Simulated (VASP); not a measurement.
Wanted: the native input for a VASP 6.6.1 run.

```
Task                   : single point
Functional             : PBEsol
Potentials or basis    : VASP PAW PBE potentials, release 64 (Ta_pv, N)
Cutoff                 : 520 eV
k mesh                 : 9 × 9 × 9
Occupations            : fermi-dirac, width 0.05 eV
Spin                   : no spin polarisation
Dipole correction      : no
Further INCAR settings : ALGO = Normal; EDIFF = 1e-06; NBANDS = 15
```

The structure of TaN lies in POSCAR:

```
TaN
1.0
    0.0000000000      2.1877357224      2.1877357224
    2.1877357224      0.0000000000      2.1877357224
    2.1877357224      2.1877357224      0.0000000000
Ta N
1 1
Direct
    0.5000000000      0.5000000000      0.5000000000
    0.0000000000      0.0000000000      0.0000000000
```

One way to write it, as run:

INCAR

```
  PREC = Accurate
  ENCUT = 520
  EDIFF = 1E-6
  ISMEAR = -1
  SIGMA = 0.05
  LREAL = F
  LASPH = T
  NELM = 100
  ALGO = Normal
  ISIF = 2
  LWAVE = F
  LCHARG = F
  GGA = PS
  NBANDS = 15
```

KPOINTS

```
Automatic mesh
0
Gamma
  9 9 9
```

Potentials or basis: VASP PAW PBE potentials, release 64 (Ta_pv, N).

Launch:

```sh
$ cat potpaw_PBE.64/Ta_pv/POTCAR potpaw_PBE.64/N/POTCAR > POTCAR
$ mpirun -np 1 vasp_std > vasp.out
```

It gave:

```
Pressure               : 1.0 GPa
Band gap on the k mesh : zero (band 8 reaches 11.14 eV, above the bottom of band 9 at 7.38 eV)
```

Caveat: the PAW data sets were made with another functional, which shifts forces and pressure a little; spin-orbit coupling is left out, which moves the levels of the heavy elements.

It took 7.2 s on 1 thread of Intel(R) Xeon(R) Platinum 8375C CPU @ 2.90GHz (Ice Lake), on a shared host, peak memory 0.15 GiB.
